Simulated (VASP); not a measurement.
# Ga2O3 (R-3c) in VASP: relaxation of cell and atoms with PBE

Aim: the relaxation of cell and atoms of Ga2O3 with PBE.

All numbers are computed with VASP 6.6.1; they aren't measurements. Logs are shortened: lines on timing, memory, paths and dates and some standing lists are left out, and cuts for length are marked.

## (1) The cell of the first run

The structure is trigonal, space group R-3c (No. 167). Conventional cell: a = 4.999 Å, b = 4.999 Å, c = 13.501 Å, α = 90.00°, β = 90.00°, γ = 120.00°. Within 2.6 Å of Ga (site symmetry 3) lie 6 O at 1.93 to 2.08 Å. Within 2.9 Å of O (site symmetry 2) lie 4 Ga at 1.93 to 2.08 Å and 8 O at 2.62 to 2.85 Å.

## (2) Relaxation of cell and atoms, PBE

INCAR reads:

```
PREC = Accurate ; ENCUT = 600
EDIFF = 1E-6 ; ISMEAR = 0
SIGMA = 0.02 ; LREAL = F
LASPH = T ; NELM = 100
ALGO = Normal ; ISIF = 3
LWAVE = F ; LCHARG = F
GGA = PE ; IBRION = 2
NSW = 100 ; EDIFFG = -0.005
```

KPOINTS reads:

```
regular mesh
0
Gamma
  6 6 6
```

POSCAR reads:

```
Ga2O3
1.0
    2.4997250000      1.4432169017      4.5003166667
   -2.4997250000      1.4432169017      4.5003166667
    0.0000000000     -2.8864338033      4.5003166667
Ga O
4 6
Direct
    0.3559600000      0.3559600000      0.3559600000
    0.1440400000      0.1440400000      0.1440400000
    0.6440400000      0.6440400000      0.6440400000
    0.8559600000      0.8559600000      0.8559600000
    0.5526000000      0.9474000000      0.2500000000
    0.2500000000      0.5526000000      0.9474000000
    0.9474000000      0.2500000000      0.5526000000
    0.4474000000      0.0526000000      0.7500000000
    0.7500000000      0.4474000000      0.0526000000
    0.0526000000      0.7500000000      0.4474000000
```

Potentials or basis: VASP PAW PBE potentials, release 64 (Ga_d, O).

Started as:

```sh
$ cat potpaw_PBE.64/Ga_d/POTCAR potpaw_PBE.64/O/POTCAR > POTCAR
$ mpirun -np 1 vasp_std > vasp.out
```

OUTCAR:

```text
PREC = Accurate
   ENCUT = 600
   EDIFF = 1E-6
   ISMEAR = 0
   LREAL = F
   LASPH = T
   NELM = 100
   ISIF = 3
   GGA = PE
   IBRION = 2
   NSW = 100
   EDIFFG = -0.005

 ion  position               nearest neighbor table
   1  0.356  0.356  0.356-  10 1.93   8 1.93   9 1.93   5 2.08   6 2.08   7 2.08   2 2.86
   2  0.144  0.144  0.144-   9 1.93   8 1.93  10 1.93   5 2.08   7 2.08   6 2.08   1 2.86
   3  0.644  0.644  0.644-   7 1.93   5 1.93   6 1.93   8 2.08   9 2.08  10 2.08   4 2.86
   4  0.856  0.856  0.856-   6 1.93   5 1.93   7 1.93   8 2.08  10 2.08   9 2.08   3 2.86
   5  0.553  0.947  0.250-   3 1.93   4 1.93   1 2.08   2 2.08
   6  0.250  0.553  0.947-   4 1.93   3 1.93   1 2.08   2 2.08
   7  0.947  0.250  0.553-   3 1.93   4 1.93   2 2.08   1 2.08
   8  0.447  0.053  0.750-   1 1.93   2 1.93   3 2.08   4 2.08
   9  0.750  0.447  0.053-   2 1.93   1 1.93   3 2.08   4 2.08
  10  0.053  0.750  0.447-   1 1.93   2 1.93   4 2.08   3 2.08

  LATTYP: Found a trigonal (rhomboedric) cell.
 ALAT       =     5.3464334094
 COS(alpha) =     0.5627939742

  Lattice vectors:

 A1 = (   2.4997250000,   1.4432169017,   4.5003166667)
 A2 = (  -2.4997250000,   1.4432169017,   4.5003166667)
 A3 = (   0.0000000000,  -2.8864338033,   4.5003166667)

Analysis of symmetry for initial positions (statically):
=====================================================================
 Subroutine PRICEL returns:
 Original cell was already a primitive cell.

 Routine SETGRP: Setting up the symmetry group for a
 trigonal (rhombohedral) supercell.

 Subroutine GETGRP returns: Found 12 space group operations
 (whereof  6 operations were pure point group operations)
 out of a pool of 12 trial point group operations.

The static configuration has the point symmetry S_6 .
 The point group associated with its full space group is D_3d.

Analysis of symmetry for dynamics (positions and initial velocities):
=====================================================================
 Subroutine PRICEL returns:
 Original cell was already a primitive cell.

 Routine SETGRP: Setting up the symmetry group for a
 trigonal (rhombohedral) supercell.

 Subroutine GETGRP returns: Found 12 space group operations
 (whereof  6 operations were pure point group operations)
 out of a pool of 12 trial point group operations.

The dynamic configuration has the point symmetry S_6 .
 The point group associated with its full space group is D_3d.

 Subroutine INISYM returns: Found 12 space group operations
[... 122 lines left out ...]
   TEBEG  =    0.0;   TEEND  =   0.0 temperature during run
   PSTRESS=    0.0 pullay stress
   NELECT =      88.0000    total number of electrons
   NUPDOWN=      -1.0000    fix difference up-down
   EMIN   =  10.00;   EMAX   =-10.00  energy-range for DOS
   EFERMI =   0.00;   METHOD = LEGACY
   ISMEAR =     0;   SIGMA  =   0.02  broadening in eV -4-tet -1-fermi 0-gaus
   EFERMI_NEDOS =   21; number of points for ismear=-14 and -15
   IALGO  =     38    algorithm
   IMIX   =      4    mixing-type and parameters
     AMIX     =   0.40;   BMIX     =  1.00
     AMIX_MAG =   1.60;   BMIX_MAG =  1.00
  volume/ion in A,a.u.               =       9.74        65.74
  Fermi-wavevector in a.u.,A,eV,Ry     =   1.582570  2.990624 34.076181  2.504529
  Thomas-Fermi vector in A             =   2.682473
   LORBIT       =      0    0 simple, 1 ext, 2 COOP (PROOUT), +10 PAW based schemes
   GGA     = PE    functional components
   LHFCALC =     F    Hartree Fock is set to
   AEXX    =    0.0000 exact exchange contribution
   IVDW    =     0    specifies the selected vdW correction
   LEPSILON=     F    determine dielectric tensor
   LRPA    =     F    only Hartree local field effects (RPA)
 conjugate gradient relaxation of ions
 non-spin polarized calculation
 Gauss-broadening in eV      SIGMA  =   0.02
  energy-cutoff  :      600.00
  volume of cell :       97.41
 maximum number of plane-waves:      3270
 NGX is ok and might be reduce to    48
   NGX = 21   NGY = 21   NGZ = 21

--------------------------------------- Ionic step        1  -------------------------------------------

 number of electron      87.9999994 magnetization

 Free energy of the ion-electron system (eV)
  ---------------------------------------------------
  ext. energy  EPLUGINS =         0.00000000
  ---------------------------------------------------
  free energy    TOTEN  =       -59.31670589 eV

  energy without entropy =      -59.31670589  energy(sigma->0) =      -59.31670589

------------------------ aborting loop because EDIFF is reached ----------------------------------------

  FORCE on cell =-STRESS in cart. coord.  units (eV):
  Direction    XX          YY          ZZ          XY          YZ          ZX
  --------------------------------------------------------------------------------------
  -------------------------------------------------------------------------------------
  Total        5.0413374      5.0413374      3.9704638      0.0000000      0.0000000      0.0000000
  in kB       82.9159685     82.9159685     65.3030796      0.0000000      0.0000000      0.0000000
  external PRESSURE =      77.0450056 kB  Pullay stress =       0.0000000 kB
[... 295 lines left out ...]
--------------------------------------- Ionic step        8  -------------------------------------------

 number of electron      88.0000003 magnetization

 Free energy of the ion-electron system (eV)
  ---------------------------------------------------
  ext. energy  EPLUGINS =         0.00000000
  ---------------------------------------------------
  free energy    TOTEN  =       -59.40023169 eV

  energy without entropy =      -59.40023169  energy(sigma->0) =      -59.40023169

 E-fermi :   4.1654     XC(G=0): -11.9430

 val. band max:        4.0689728226   @ k =  -0.1667   0.1667   0.0000
 cond. band min:       6.4241358483   @ k =   0.0000   0.0000   0.0000
 fundamental gap:      2.3551630256
 Fermi energy:         4.1654034081

 k-point     1 :       0.0000    0.0000    0.0000
  band No.  band energies     occupation
      1     -14.5878      2.00000
      2     -12.7416      2.00000
      3     -12.7416      2.00000
      4     -12.7169      2.00000
      5     -12.7003      2.00000
      6     -12.7003      2.00000
[... 1309 lines left out ...]
     51      13.7631      0.00000
     52      14.5872      0.00000

 [... further k-points ...]

------------------------ aborting loop because EDIFF is reached ----------------------------------------

  FORCE on cell =-STRESS in cart. coord.  units (eV):
  Direction    XX          YY          ZZ          XY          YZ          ZX
  --------------------------------------------------------------------------------------
  -------------------------------------------------------------------------------------
  Total        0.0054546      0.0054546      0.0125203     -0.0000000      0.0000000      0.0000000
  in kB        0.0865704      0.0865704      0.1987095     -0.0000000      0.0000000      0.0000000
  external PRESSURE =       0.1239501 kB  Pullay stress =       0.0000000 kB
[... 25 lines left out ...]
  FREE ENERGIE OF THE ION-ELECTRON SYSTEM (eV)
  ---------------------------------------------------
  free  energy   TOTEN  =       -59.4002316913 eV

  energy  without entropy=      -59.4002316913  energy(sigma->0) =      -59.40023169

 reached required accuracy - stopping structural energy minimisation
```

OSZICAR:

```text
N       E                     dE             d eps       ncg     rms          rms(c)
DAV:   1     0.128221929280E+04    0.12822E+04   -0.44023E+04  3860   0.346E+03
DAV:   2     0.222910542889E+03   -0.10593E+04   -0.10139E+04  3384   0.887E+02
[... 63 lines left out ...]
   7 F= -.59400222E+02 E0= -.59400222E+02  d E =-.100593E-04
       N       E                     dE             d eps       ncg     rms          rms(c)
DAV:   1    -0.594003152139E+02   -0.92692E-04   -0.17033E-03  5048   0.464E-01    0.624E-02
DAV:   2    -0.594002499962E+02    0.65218E-04   -0.20642E-04  5056   0.142E-01    0.270E-02
DAV:   3    -0.594002337037E+02    0.16293E-04   -0.33535E-05  5344   0.829E-02    0.788E-03
DAV:   4    -0.594002316330E+02    0.20707E-05   -0.79712E-06  4148   0.245E-02    0.294E-03
DAV:   5    -0.594002316913E+02   -0.58244E-07   -0.21209E-06  2120   0.144E-02
   8 F= -.59400232E+02 E0= -.59400232E+02  d E =-.195924E-04
```

Wall time 20 min (1 thread of AMD EPYC 7R13 (Zen 3), shared host); peak memory 0.4 GiB.

What came out:

```yaml
Free_energy: -59.4002 eV
Relaxed_volume: 10.10 Å³/atom
Relaxed_cell: a = 5.404 Å, b = 5.404 Å, c = 5.404 Å, α = 55.88°, β = 55.88°, γ = 55.88°
Space_group_after_relaxing_to_0.1_Å: R-3c (No. 167)
Energy_gained_by_relaxing: 8.4 meV/atom
Ionic_steps: 8
Pressure_after_relaxing: 0.0 GPa
Band_gap_on_the_k_mesh: 2.36 eV (least direct gap 2.59 eV)
```

The path:
| step | energy change (eV) | largest force (eV/Å) | pressure (GPa) | volume (Å³) |
| --- | --- | --- | --- | --- |
| 1 | 0.0000 | 0.0448 | 7.70 | 97.41 |
| 2 | -0.0231 | 0.0050 | -5.77 | 104.17 |
| 3 | -0.0835 | 0.0193 | -0.06 | 100.97 |
| 4 | -0.0834 | 0.0198 | 0.17 | 100.90 |
| 5 | -0.0835 | 0.0060 | 0.11 | 100.90 |
| 6 | -0.0835 | 0.0031 | 0.10 | 100.89 |
| 7 | -0.0835 | 0.0021 | -0.10 | 100.99 |
| 8 | -0.0835 | 0.0014 | 0.01 | 100.95 |

Final structure:
```
Ga O
1.0
     2.53218    1.46196    4.54493
    -2.53218    1.46196    4.54493
     0.00000   -2.92391    4.54493
Ga O
4 6
Cartesian
  0.0000 0.0000 4.8533
  0.0000 0.0000 1.9641
  0.0000 0.0000 8.7815
  0.0000 0.0000 11.6707
  -0.9974 1.4620 7.9536
  -0.7674 -1.5947 7.9536
  1.7648 0.1328 7.9536
  0.9974 -1.4620 5.6812
  0.7674 1.5947 5.6812
  -1.7648 -0.1328 5.6812
```

Levels at points of the mesh, in eV from the valence-band top:
```tsv
k point	band 42	band 43	band 44	band 45	band 46	band 47
(0.00, 0.00, 0.00)	-0.31	-0.23	-0.23	2.36	6.27	6.52
(0.50, 0.00, 0.00)	-0.92	-0.15	-0.15	5.97	5.97	6.34
(0.50, 0.50, 0.00)	-0.69	-0.25	-0.15	6.08	6.31	7.19
(0.50, 0.50, 0.50)	-0.29	-0.29	-0.29	5.44	5.44	7.44
```
